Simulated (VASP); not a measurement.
# NaCl in VASP: further runs

NaCl is run at these levels: HSE06, PBE; tasks: single point.

Program: VASP 6.6.1. These are calculated values, not measurements. Logs are shortened: lines on timing, memory, paths and dates and some standing lists are left out, and cuts for length are marked.

### 1 The cell of the first run

It takes space group Fm-3m (No. 225, cubic). Conventional cell: a = 5.605 Å, b = 5.605 Å, c = 5.605 Å, α = 90.00°, β = 90.00°, γ = 90.00°. Na (site symmetry m-3m) has 6 Cl at 2.80 Å within 3.7 Å. Within 3.7 Å of Cl (site symmetry m-3m) lie 6 Na at 2.80 Å.

### 2 Single point, HSE06

The input, POSCAR:

```
NaCl
1.0
    0.0000000000      2.8026988391      2.8026988391
    2.8026988391      0.0000000000      2.8026988391
    2.8026988391      2.8026988391      0.0000000000
Na Cl
1 1
Direct
    0.0000000000      0.0000000000      0.0000000000
    0.5000000000      0.5000000000      0.5000000000
```

The input, INCAR.step1:

```
SYSTEM = NaCl
ALGO = Normal
EDIFF = 1E-5
ENCUT = 520
GGA = PE
ISIF = 2
ISMEAR = 0
LASPH = .True.
LCHARG = .False.
LREAL = .False.
LWAVE = .True.
NBANDS = 14
NELM = 80
PREC = Accurate
SIGMA = 0.01
```

The input, INCAR.step2:

```
SYSTEM = NaCl
ALGO = Normal
EDIFF = 1E-7
ENCUT = 520
GGA = PE
HFSCREEN = 0.2079
ISIF = 2
ISMEAR = 0
ISTART = 1
LASPH = .True.
LCHARG = .False.
LHFCALC = .True.
LREAL = .False.
LWAVE = .False.
NBANDS = 14
NELM = 80
PREC = Accurate
PRECFOCK = Normal
SIGMA = 0.01
```

The input, KPOINTS:

```
k-points
0
Gamma
  6 6 6
  0 0 0
```

Potentials or basis: VASP PAW PBE potentials, release 64 (Na_pv, Cl).

On the command line:

```
cat potpaw_PBE.64/Na_pv/POTCAR potpaw_PBE.64/Cl/POTCAR > POTCAR
cp INCAR.step1 INCAR
mpirun -np 1 vasp_std > vasp.out
cp INCAR.step2 INCAR
mpirun -np 1 vasp_std > vasp.out
```

OUTCAR:

```text
SYSTEM = NaCl
   EDIFF = 1E-7
   ENCUT = 520
   GGA = PE
   HFSCREEN = 0.2079
   ISIF = 2
   ISMEAR = 0
   ISTART = 1
   LASPH = .True.
   LHFCALC = .True.
   LREAL = .False.
   NELM = 80
   PREC = Accurate
   PRECFOCK = Normal

 ion  position               nearest neighbor table
   1  0.000  0.000  0.000-
   2  0.500  0.500  0.500-

  LATTYP: Found a face centered cubic cell.
 ALAT       =     5.6053976782

  Lattice vectors:

 A1 = (   0.0000000000,   2.8026988391,   2.8026988391)
 A2 = (   2.8026988391,   0.0000000000,   2.8026988391)
 A3 = (   2.8026988391,   2.8026988391,   0.0000000000)

Analysis of symmetry for initial positions (statically):
=====================================================================
 Subroutine PRICEL returns:
 Original cell was already a primitive cell.

 Routine SETGRP: Setting up the symmetry group for a
 face centered cubic supercell.

 Subroutine GETGRP returns: Found 48 space group operations
 (whereof 48 operations were pure point group operations)
 out of a pool of 48 trial point group operations.

The static configuration has the point symmetry O_h .

Analysis of symmetry for dynamics (positions and initial velocities):
=====================================================================
 Subroutine PRICEL returns:
 Original cell was already a primitive cell.

 Routine SETGRP: Setting up the symmetry group for a
 face centered cubic supercell.

 Subroutine GETGRP returns: Found 48 space group operations
 (whereof 48 operations were pure point group operations)
 out of a pool of 48 trial point group operations.

The dynamic configuration has the point symmetry O_h .

 Subroutine INISYM returns: Found 48 space group operations
 (whereof 48 operations are pure point group operations),
 and found     1 'primitive' translations

----------------------------------------------------------------------------------------

                                     Primitive cell

  volume of cell :      44.0311

  direct lattice vectors                    reciprocal lattice vectors
     0.000000000  2.802698839  2.802698839    -0.178399474  0.178399474  0.178399474
     2.802698839  0.000000000  2.802698839     0.178399474 -0.178399474  0.178399474
     2.802698839  2.802698839  0.000000000     0.178399474  0.178399474 -0.178399474

  length of vectors
     3.963614710  3.963614710  3.963614710     0.308996954  0.308996954  0.308996954

  position of ions in fractional coordinates (direct lattice)
     0.000000000  0.000000000  0.000000000
     0.500000000  0.500000000  0.500000000

  ion indices of the primitive-cell ions
   primitive index   ion index
                 1           1
                 2           2

----------------------------------------------------------------------------------------

 KPOINTS: k-points

Automatic generation of k-mesh.
 Grid dimensions read from file:
 generate k-points for:    6    6    6

 Generating k-lattice:

  Cartesian coordinates                     Fractional coordinates (reciprocal lattice)
    -0.029733246  0.029733246  0.029733246     0.166666667  0.000000000  0.000000000
     0.029733246 -0.029733246  0.029733246     0.000000000  0.166666667  0.000000000
     0.029733246  0.029733246 -0.029733246     0.000000000  0.000000000  0.166666667

  Length of vectors
     0.051499492  0.051499492  0.051499492

  Shift w.r.t. Gamma in fractional coordinates (k-lattice)
     0.000000000  0.000000000  0.000000000

 Subroutine IBZKPT returns following result:
 ===========================================

 Found     16 irreducible k-points:

 Following reciprocal coordinates:
            Coordinates               Weight
  0.000000  0.000000  0.000000      1.000000
  0.166667  0.000000  0.000000      8.000000
  0.333333  0.000000  0.000000      8.000000
  0.500000  0.000000  0.000000      4.000000
  0.166667  0.166667  0.000000      6.000000
  0.333333  0.166667  0.000000     24.000000
[... 8 lines left out ...]
 -0.333333  0.333333  0.166667     24.000000
 -0.333333  0.500000  0.166667     12.000000
   k-points           NKPTS =     16   k-points in BZ     NKDIM =    216   number of bands    NBANDS=     14
   number of dos      NEDOS =    301   number of ions     NIONS =      2
   total plane-waves  NPLWV =  27000
   dimension x,y,z NGX =    30 NGY =   30 NGZ =   30
   dimension x,y,z NGXF=    60 NGYF=   60 NGZF=   60
   ions per type =               1   1
   NGX,Y,Z   is equivalent  to a cutoff of  12.58, 12.58, 12.58 a.u.
   NGXF,Y,Z  is equivalent  to a cutoff of  25.17, 25.17, 25.17 a.u.
 SYSTEM =  NaCl
   PREC   = accura    normal or accurate (medium, high low for compatibility)
   ISTART =      1    job   : 0-new  1-cont  2-samecut
   ICHARG =      0    charge: 1-file 2-atom 10-const
   ISPIN  =      1    spin polarized calculation?
   LNONCOLLINEAR =      F non collinear calculations
   LSORBIT =      F    spin-orbit coupling
   LASPH  =      T    aspherical Exc in radial PAW
   ENCUT  =  520.0 eV  38.22 Ry    6.18 a.u.   7.37  7.37  7.37*2*pi/ulx,y,z
   NELM   =     80;   NELMIN=  2; NELMDL=  0     # of ELM steps
   EDIFF  = 0.1E-06   stopping-criterion for ELM
   LREAL  =      F    real-space projection
   EDIFFG = 0.1E-05   stopping-criterion for IOM
   NSW    =      0    number of steps for IOM
   IBRION =     -1    ionic relax: 0-MD 1-quasi-New 2-CG
   NFREE  =      0    steps in history (QN), initial steepest desc. (CG)
   ISIF   =      2    stress and relaxation
   ISYM   =      3    0-nonsym 1-usesym 2-fastsym
   POTIM  = 0.5000    time-step for ionic-motion
   TEBEG  =    0.0;   TEEND  =   0.0 temperature during run
   PSTRESS=    0.0 pullay stress
   NELECT =      14.0000    total number of electrons
   NUPDOWN=      -1.0000    fix difference up-down
   EMIN   =  10.00;   EMAX   =-10.00  energy-range for DOS
   EFERMI =   0.00;   METHOD = LEGACY
   ISMEAR =     0;   SIGMA  =   0.01  broadening in eV -4-tet -1-fermi 0-gaus
   EFERMI_NEDOS =   21; number of points for ismear=-14 and -15
   IALGO  =     38    algorithm
   IMIX   =      1    mixing-type and parameters
     AMIX     =   0.40;   BMIX     =  1.00
     AMIX_MAG =   1.60;   BMIX_MAG =  1.00
  volume/ion in A,a.u.               =      22.02       148.57
  Fermi-wavevector in a.u.,A,eV,Ry     =   1.117372  2.111527 16.987145  1.248520
  Thomas-Fermi vector in A             =   2.253994
   LORBIT       =      0    0 simple, 1 ext, 2 COOP (PROOUT), +10 PAW based schemes
   GGA     = PE    functional components
   LHFCALC =     T    Hartree Fock is set to
   PRECFOCK=normal    Normal, Fast or Accurate (Low or Medium for compatibility)
   ENCUT4O =  -1.0   cutoff for four orbital integrals eV
   NKREDX  =     1    reduce k-point grid by
   NKREDY  =     1    reduce k-point grid by
   NKREDZ  =     1    reduce k-point grid by
   AEXX    =    0.2500 exact exchange contribution
   HFSCREEN=    0.2079 screening length (either q_TF or 0.3 A-1)
   HFSCREENC=   0.2079 screening length for correlation (either q_TF or 0.3 A-1)
   ENCUTFOCK=  -1.0 apply spherical cutoff to Coloumb kernel
   IVDW    =     0    specifies the selected vdW correction
   LEPSILON=     F    determine dielectric tensor
   LRPA    =     F    only Hartree local field effects (RPA)
 non-spin polarized calculation
 Gauss-broadening in eV      SIGMA  =   0.01
  energy-cutoff  :      520.00
  volume of cell :       44.03
 maximum number of plane-waves:      1243
 NGX is ok and might be reduce to    30
  NGX = 24; NGY = 24; NGZ = 24

 number of electron      14.0000003 magnetization

 Free energy of the ion-electron system (eV)
  ---------------------------------------------------
  ext. energy  EPLUGINS =         0.00000000
  ---------------------------------------------------
  free energy    TOTEN  =        -7.87556495 eV

  energy without entropy =       -7.87556495  energy(sigma->0) =       -7.87556495

 E-fermi :  -1.5553     XC(G=0):  -6.8596

 val. band max:       -1.6167985146   @ k =   0.0000   0.0000   0.0000
 cond. band min:       4.9338741174   @ k =   0.0000   0.0000   0.0000
 fundamental gap:      6.5506726319
 Fermi energy:        -1.5553376367

 k-point     1 :       0.0000    0.0000    0.0000
  band No.  band energies     occupation
      1     -24.4645      2.00000
      2     -24.4645      2.00000
      3     -24.4645      2.00000
      4     -15.5123      2.00000
      5      -1.6168      2.00000
      6      -1.6168      2.00000
      7      -1.6168      2.00000
      8       4.9339      0.00000
      9      11.0240      0.00000
     10      11.0240      0.00000
     11      11.0240      0.00000
     12      13.3750      0.00000
     13      13.3750      0.00000
     14      14.7301      0.00000

 k-point     2 :       0.1667    0.0000    0.0000
  band No.  band energies     occupation
      1     -24.4721      2.00000
      2     -24.4649      2.00000
      3     -24.4649      2.00000
      4     -15.4207      2.00000
      5      -2.2534      2.00000
      6      -1.6937      2.00000
      7      -1.6937      2.00000
      8       5.7722      0.00000
      9      10.1910      0.00000
     10      11.3328      0.00000
     11      11.3328      0.00000
     12      13.0336      0.00000
     13      13.0336      0.00000
     14      16.0222      0.00000

 k-point     3 :       0.3333    0.0000    0.0000
  band No.  band energies     occupation
      1     -24.4870      2.00000
      2     -24.4658      2.00000
      3     -24.4658      2.00000
      4     -15.2293      2.00000
      5      -3.2771      2.00000
      6      -1.8409      2.00000
      7      -1.8409      2.00000
      8       6.8775      0.00000
      9      10.0729      0.00000
     10      11.1680      0.00000
     11      11.1680      0.00000
     12      14.1621      0.00000
     13      14.1621      0.00000
     14      15.3697      0.00000

 k-point     4 :       0.5000    0.0000    0.0000
  band No.  band energies     occupation
      1     -24.4944      2.00000
      2     -24.4662      2.00000
      3     -24.4662      2.00000
      4     -15.1290      2.00000
      5      -3.7183      2.00000
      6      -1.9114      2.00000
      7      -1.9114      2.00000
      8       7.0435      0.00000
      9      10.7832      0.00000
     10      10.9297      0.00000
     11      10.9298      0.00000
     12      15.0728      0.00000
     13      16.4511      0.00000
     14      16.4511      0.00000

 k-point     5 :       0.1667    0.1667    0.0000
  band No.  band energies     occupation
      1     -24.4712      2.00000
      2     -24.4665      2.00000
      3     -24.4665      2.00000
      4     -15.3941      2.00000
      5      -2.2708      2.00000
      6      -1.7982      2.00000
      7      -1.7982      2.00000
      8       6.0571      0.00000
      9       9.6889      0.00000
     10      11.7168      0.00000
     11      11.7168      0.00000
[... 140 lines left out ...]
 k-point    14 :       0.5000    0.3333    0.1667
  band No.  band energies     occupation
      1     -24.4841      2.00000
      2     -24.4734      2.00000
      3     -24.4687      2.00000
      4     -15.1302      2.00000
      5      -3.2062      2.00000
      6      -2.4365      2.00000
      7      -2.0846      2.00000
      8       8.3274      0.00000
      9       8.9941      0.00000
     10       9.7657      0.00000
     11      12.3993      0.00000
     12      13.7012      0.00000
     13      16.2987      0.00000
     14      16.9025      0.00000

 k-point    15 :      -0.3333    0.3333    0.1667
  band No.  band energies     occupation
      1     -24.4848      2.00000
      2     -24.4756      2.00000
      3     -24.4704      2.00000
      4     -15.0721      2.00000
      5      -3.2257      2.00000
      6      -2.6978      2.00000
      7      -2.2030      2.00000
      8       8.7695      0.00000
      9       9.1335      0.00000
     10       9.8981      0.00000
     11      11.9291      0.00000
     12      14.3619      0.00000
     13      15.8854      0.00000
     14      16.9902      0.00000

 k-point    16 :      -0.3333    0.5000    0.1667
  band No.  band energies     occupation
      1     -24.4818      2.00000
      2     -24.4757      2.00000
      3     -24.4742      2.00000
      4     -15.0573      2.00000
      5      -3.1987      2.00000
      6      -2.6215      2.00000
      7      -2.3995      2.00000
      8       8.3302      0.00000
      9       8.6798      0.00000
     10      10.4859      0.00000
     11      12.1681      0.00000
     12      15.4496      0.00000
     13      16.5647      0.00000
     14      16.6025      0.00000

------------------------ aborting loop because EDIFF is reached ----------------------------------------

  FORCE on cell =-STRESS in cart. coord.  units (eV):
  Direction    XX          YY          ZZ          XY          YZ          ZX
  --------------------------------------------------------------------------------------
  -------------------------------------------------------------------------------------
  Total        0.1921798      0.1921798      0.1921798     -0.0000000     -0.0000000      0.0000000
  in kB        6.9929267      6.9929267      6.9929267     -0.0000000     -0.0000000      0.0000000
  external PRESSURE =       6.9929267 kB  Pullay stress =       0.0000000 kB

 VOLUME and BASIS-vectors are now :
 -----------------------------------------------------------------------------
  energy-cutoff  :      520.00
  volume of cell :       44.03
      direct lattice vectors                 reciprocal lattice vectors
     0.000000000  2.802698839  2.802698839    -0.178399474  0.178399474  0.178399474
     2.802698839  0.000000000  2.802698839     0.178399474 -0.178399474  0.178399474
     2.802698839  2.802698839  0.000000000     0.178399474  0.178399474 -0.178399474

 POSITION                                       TOTAL-FORCE (eV/Angst)
 -----------------------------------------------------------------------------------
      0.00000      0.00000      0.00000         0.000000     -0.000000     -0.000000
      2.80270      2.80270      2.80270        -0.000000      0.000000      0.000000
 -----------------------------------------------------------------------------------
    total drift:                                0.000005      0.000006      0.000006

  FREE ENERGIE OF THE ION-ELECTRON SYSTEM (eV)
  ---------------------------------------------------
  free  energy   TOTEN  =        -7.8755649519 eV

  energy  without entropy=       -7.8755649519  energy(sigma->0) =       -7.87556495
```

Run time: 45 min. Hardware: 1 thread of Intel Xeon 8259CL, shared host; peak memory 0.28 GiB.

What came out:

```yaml
Free_energy: -7.8756 eV
Pressure: 0.7 GPa
Band_gap_on_the_k_mesh: 6.55 eV
```

Caveat: the PAW data sets were made with another functional, which shifts forces and pressure a little.

### 3 Single point, PBE

The input, INCAR:

```
ALGO = Normal
EDIFF = 1E-6
ENCUT = 520
GGA = PE
ISIF = 2
ISMEAR = 0
LASPH = T
LCHARG = T
LELF = T
LREAL = F
LVHAR = T
LWAVE = F
NBANDS = 14
NELM = 100
PREC = Accurate
SIGMA = 0.01
```

The input, KPOINTS:

```
k-points
0
Gamma
  4 4 4
```

POSCAR is that of step 2.

Potentials or basis: VASP PAW PBE potentials, release 64 (Na_pv, Cl).

On the command line:

```
cat potpaw_PBE.64/Na_pv/POTCAR potpaw_PBE.64/Cl/POTCAR > POTCAR
mpirun -np 1 vasp_std > vasp.out
```

Wall time 11 s (1 thread of AMD EPYC 7R13, shared host); peak memory 0.12 GiB.

The run converged. Its results:

- Free energy: -6.7676 eV
- Pressure: 1.3 GPa
- Band gap on the k mesh: 5.18 eV

Levels at points of the mesh, in eV from the valence-band top:
| k point | band 3 | band 4 | band 5 | band 6 | band 7 | band 8 | band 9 | band 10 | band 11 | band 12 |
| --- | --- | --- | --- | --- | --- | --- | --- | --- | --- | --- |
| (0.00, 0.00, 0.00) | -20.79 | -12.70 | 0.00 | 0.00 | 0.00 | 5.18 | 11.14 | 11.14 | 11.14 | 13.32 |
| (0.50, 0.00, 0.00) | -20.79 | -12.34 | -1.98 | -0.27 | -0.27 | 7.31 | 10.78 | 11.02 | 11.02 | 15.11 |
| (0.50, 0.50, 0.00) | -20.80 | -12.30 | -1.71 | -0.61 | -0.61 | 7.59 | 8.06 | 11.45 | 14.94 | 14.94 |

Caveat: the k points lie up to 0.49 Å⁻¹ apart.

[end of part 1 of 2]
